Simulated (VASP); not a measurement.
# Bi (P6/mmm) in VASP: a series of runs

The runs below take Bi through vibrations by perturbation theory, density of states, with PBE, LDA.

Everything below comes from runs of VASP 6.6.1. Logs are shortened: lines on timing, memory, paths and dates and some standing lists are left out, and cuts for length are marked.

## 1. The cell of the first run

It takes space group P6/mmm (No. 191, hexagonal). Conventional cell: a = 3.439 Å, b = 3.439 Å, c = 3.300 Å, α = 90.00°, β = 90.00°, γ = 120.00°. Within 4.3 Å of Bi (site symmetry 6/mmm) lie 8 Bi at 3.30 to 3.44 Å.

## 2. Vibrations by perturbation theory, PBE

The input, INCAR:

```
SYSTEM = Bi
PREC     = Accurate       ! precision mode
ENCUT    = 520            ! plane-wave cutoff, eV
EDIFF    = 1E-8           ! SCF threshold, eV
ISMEAR   = -1             ! smearing method
SIGMA    = 0.15           ! smearing width, eV
LREAL    = .FALSE.        ! projectors in reciprocal space
LASPH    = .TRUE.         ! aspherical terms in the spheres
NELM     = 80             ! most SCF steps
ALGO     = Normal         ! electronic algorithm
ISIF     = 2              ! what is computed and relaxed
LWAVE    = .FALSE.        ! write WAVECAR
LCHARG   = .TRUE.         ! write CHGCAR
GGA      = PE             ! functional
NBANDS   = 14             ! bands
IBRION   = 8              ! ionic algorithm
NSW      = 1              ! ionic steps
```

The input, KPOINTS:

```
regular mesh
0
G
  18 18 16
  0 0 0
```

The input, POSCAR:

```
Bi
1.0
    3.4385488116      0.0000000000      0.0000000000
   -1.7192744058      2.9778706230      0.0000000000
    0.0000000000      0.0000000000      3.3004310174
Bi
1
Direct
    0.0000000000      0.0000000000      0.5000000000
```

Potentials or basis: VASP PAW PBE potentials, release 64 (Bi_d).

On the command line:

```bash
$ cat potpaw_PBE.64/Bi_d/POTCAR > POTCAR
$ mpirun -np 1 vasp_std > vasp.out
```

OUTCAR:

```text
SYSTEM = Bi
   PREC = Accurate
   ENCUT = 520
   EDIFF = 1E-8
   ISMEAR = -1
   LREAL = .FALSE.
   LASPH = .TRUE.
   NELM = 80
   ISIF = 2
   GGA = PE
   IBRION = 8
   NSW = 1

 ion  position               nearest neighbor table
   1  0.000  0.000  0.500-

  LATTYP: Found a hexagonal cell.
 ALAT       =     3.4385488116
 C/A-ratio  =     0.9598325335

  Lattice vectors:

 A1 = (   3.4385488116,   0.0000000000,   0.0000000000)
 A2 = (  -1.7192744058,   2.9778706230,   0.0000000000)
 A3 = (   0.0000000000,   0.0000000000,   3.3004310174)

Analysis of symmetry for initial positions (statically):
=====================================================================
 Subroutine PRICEL returns:
 Original cell was already a primitive cell.

 Routine SETGRP: Setting up the symmetry group for a
 hexagonal supercell.

 Subroutine GETGRP returns: Found 24 space group operations
 (whereof 24 operations were pure point group operations)
 out of a pool of 24 trial point group operations.

The static configuration has the point symmetry D_6h.

Analysis of symmetry for dynamics (positions and initial velocities):
=====================================================================
 Subroutine PRICEL returns:
 Original cell was already a primitive cell.

 Routine SETGRP: Setting up the symmetry group for a
 hexagonal supercell.

 Subroutine GETGRP returns: Found 24 space group operations
 (whereof 24 operations were pure point group operations)
 out of a pool of 24 trial point group operations.

The dynamic configuration has the point symmetry D_6h.

 Subroutine INISYM returns: Found 24 space group operations
 (whereof 24 operations are pure point group operations),
 and found     1 'primitive' translations

----------------------------------------------------------------------------------------

                                     Primitive cell

  volume of cell :      33.7949

  direct lattice vectors                    reciprocal lattice vectors
     3.438548812  0.000000000  0.000000000     0.290820359  0.167905213  0.000000000
    -1.719274406  2.977870623  0.000000000     0.000000000  0.335810425  0.000000000
     0.000000000  0.000000000  3.300431017     0.000000000  0.000000000  0.302990729

  length of vectors
     3.438548812  3.438548812  3.300431017     0.335810425  0.335810425  0.302990729

  position of ions in fractional coordinates (direct lattice)
     0.000000000  0.000000000  0.500000000

  ion indices of the primitive-cell ions
   primitive index   ion index
                 1           1

----------------------------------------------------------------------------------------

 KPOINTS: regular mesh

Automatic generation of k-mesh.
 Grid dimensions read from file:
 generate k-points for:   18   18   16

 Generating k-lattice:

  Cartesian coordinates                     Fractional coordinates (reciprocal lattice)
     0.016156687  0.009328067  0.000000000     0.055555556  0.000000000  0.000000000
     0.000000000  0.018656135  0.000000000     0.000000000  0.055555556  0.000000000
     0.000000000  0.000000000  0.018936921     0.000000000  0.000000000  0.062500000

  Length of vectors
     0.018656135  0.018656135  0.018936921

  Shift w.r.t. Gamma in fractional coordinates (k-lattice)
     0.000000000  0.000000000  0.000000000

 Subroutine IBZKPT returns following result:
 ===========================================

 Found    333 irreducible k-points:
[... 71 lines left out ...]
   GGA     = PE    functional components
   LHFCALC =     F    Hartree Fock is set to
   AEXX    =    0.0000 exact exchange contribution
   IVDW    =     0    specifies the selected vdW correction
   LEPSILON=     F    determine dielectric tensor
   LRPA    =     F    only Hartree local field effects (RPA)
 non-spin polarized calculation
  energy-cutoff  :      520.00
  volume of cell :       33.79
 maximum number of plane-waves:       936
 NGX is ok and might be reduce to    28
   NGX = 13   NGY = 13   NGZ = 13

--------------------------------------- Ionic step        1  -------------------------------------------

 number of electron      15.0000003 magnetization

 Free energy of the ion-electron system (eV)
  ---------------------------------------------------
  ext. energy  EPLUGINS =         0.00000000
  ---------------------------------------------------
  free energy    TOTEN  =        -3.84654476 eV

  energy without entropy =       -3.80422102  energy(sigma->0) =       -3.82538289

 E-fermi :   6.8809     XC(G=0):  -9.8256

 val. band max:        6.8730278124   @ k =   0.2778   0.0000   0.5000
 cond. band min:       6.9477763219   @ k =   0.1667   0.1111   0.2500
 fundamental gap:      0.0747485095
 Fermi energy:         6.8809136369

 k-point     1 :       0.0000    0.0000    0.0000
  band No.  band energies     occupation
      1     -16.1503      2.00000
      2     -16.0463      2.00000
      3     -16.0463      2.00000
      4     -15.8836      2.00000
      5     -15.8836      2.00000
      6      -6.2752      2.00000
      7       9.5740      0.00000
      8      11.1814      0.00000
      9      11.1814      0.00000
     10      13.3891      0.00000
     11      15.3311      0.00000
     12      16.3792      0.00000
     13      17.6104      0.00000
     14      17.6104      0.00000
[... 377 lines left out ...]
      1     -16.1119      2.00000
      2     -16.0040      2.00000
      3     -15.9456      2.00000
      4     -15.9042      2.00000
      5     -15.8944      2.00000
      6      -3.8499      2.00000
      7       2.4106      2.00000
      8       7.1265      0.32571
      9      12.0835      0.00000
     10      14.3003      0.00000
     11      16.4273      0.00000
     12      18.0681      0.00000
     13      19.0638      0.00000
     14      21.6964      0.00000

 [... further k-points ...]

------------------------ aborting loop because EDIFF is reached ----------------------------------------

  FORCE on cell =-STRESS in cart. coord.  units (eV):
  Direction    XX          YY          ZZ          XY          YZ          ZX
  --------------------------------------------------------------------------------------
  -------------------------------------------------------------------------------------
  Total       -0.0154442     -0.0154442     -0.0143818      0.0000000      0.0000000      0.0000000
  in kB       -0.7321920     -0.7321920     -0.6818239      0.0000000      0.0000000      0.0000000
  external PRESSURE =      -0.7154027 kB  Pullay stress =       0.0000000 kB

 VOLUME and BASIS-vectors are now :
 -----------------------------------------------------------------------------
  energy-cutoff  :      520.00
  volume of cell :       33.79
      direct lattice vectors                 reciprocal lattice vectors
     3.438548812  0.000000000  0.000000000     0.290820359  0.167905213  0.000000000
    -1.719274406  2.977870623  0.000000000     0.000000000  0.335810425  0.000000000
     0.000000000  0.000000000  3.300431017     0.000000000  0.000000000  0.302990729

 POSITION                                       TOTAL-FORCE (eV/Angst)
 -----------------------------------------------------------------------------------
      0.00000      0.00000      1.65022         0.000000      0.000000      0.000000
 -----------------------------------------------------------------------------------
    total drift:                               -0.000000     -0.000000      0.000000

  FREE ENERGIE OF THE ION-ELECTRON SYSTEM (eV)
  ---------------------------------------------------
  free  energy   TOTEN  =        -3.8465447564 eV

  energy  without entropy=       -3.8042210180  energy(sigma->0) =       -3.82538289

[... ionic steps 2 to 3 ...]

--------------------------------------- Ionic step        4  -------------------------------------------

------------------------ aborting loop because EDIFF is reached ----------------------------------------

[... ionic steps 5 to 5 ...]

--------------------------------------- Ionic step        6  -------------------------------------------

 Free energy of the ion-electron system (eV)
  ---------------------------------------------------
  ---------------------------------------------------
  free energy    TOTEN  =        -0.32515258 eV

  energy without entropy =       -0.32515258

------------------------ aborting loop because EDIFF is reached ----------------------------------------

 INTERNAL STRAIN TENSOR  FOR ION    1  DIRECTION 3   (eV/Angst):
 -----------------------------------------------------------------------------
     0.00675 -0.00000  0.00000
     0.00000  0.00675  0.00000
    -0.00000  0.00000 -0.02463

 INTERNAL STRAIN TENSOR FOR ION    1 for displacements in x,y,z  (eV/Angst):
          X           Y           Z          XY          YZ          ZX
  --------------------------------------------------------------------------------
  x     0.00000     0.00000     0.00000     0.00000     0.00000     0.00000
  y     0.00000     0.00000     0.00000     0.00000     0.00000     0.00000
  z     0.00000     0.00000     0.00000     0.00000     0.00000     0.00000

 SECOND DERIVATIVES (NOT SYMMETRIZED)
 ------------------------------------
               1X          1Y          1Z
  1X    -0.036021    0.000000    0.000000
  1Y     0.000000   -0.036021    0.000000
  1Z     0.000000    0.000000   -0.045506

 Eigenvectors and eigenvalues of the dynamical matrix
 ----------------------------------------------------

   1 f  =    0.230691 THz     1.449477 2PiTHz    7.695039 cm-1     0.954063 meV
             X         Y         Z           dx          dy          dz
      0.000000  0.000000  1.650216     0.000000    0.000000    1.000000

   2 f  =    0.205248 THz     1.289611 2PiTHz    6.846335 cm-1     0.848837 meV
             X         Y         Z           dx          dy          dz
      0.000000  0.000000  1.650216     0.000000   -1.000000    0.000000

   3 f  =    0.205248 THz     1.289611 2PiTHz    6.846335 cm-1     0.848837 meV
             X         Y         Z           dx          dy          dz
      0.000000  0.000000  1.650216    -1.000000    0.000000    0.000000

--------------------------------------------------------------------------------------------------------

 ELASTIC MODULI CONTR FROM IONIC RELAXATION (kBar)
 Direction    XX          YY          ZZ          XY          YZ          ZX
 --------------------------------------------------------------------------------
 XX           0.0000      0.0000      0.0000      0.0000      0.0000      0.0000
 YY           0.0000      0.0000      0.0000      0.0000      0.0000      0.0000
 ZZ           0.0000      0.0000      0.0000      0.0000      0.0000      0.0000
 XY           0.0000      0.0000      0.0000      0.0000      0.0000      0.0000
 YZ           0.0000      0.0000      0.0000      0.0000      0.0000      0.0000
 ZX           0.0000      0.0000      0.0000      0.0000      0.0000      0.0000
 --------------------------------------------------------------------------------
```

Wall time 8.4 min (1 thread of Intel Xeon 6975P-C (Granite Rapids), shared host); peak memory 0.79 GiB.

Caveat: spin-orbit coupling is left out, which moves the levels of the heavy elements.

[end of part 1 of 3]
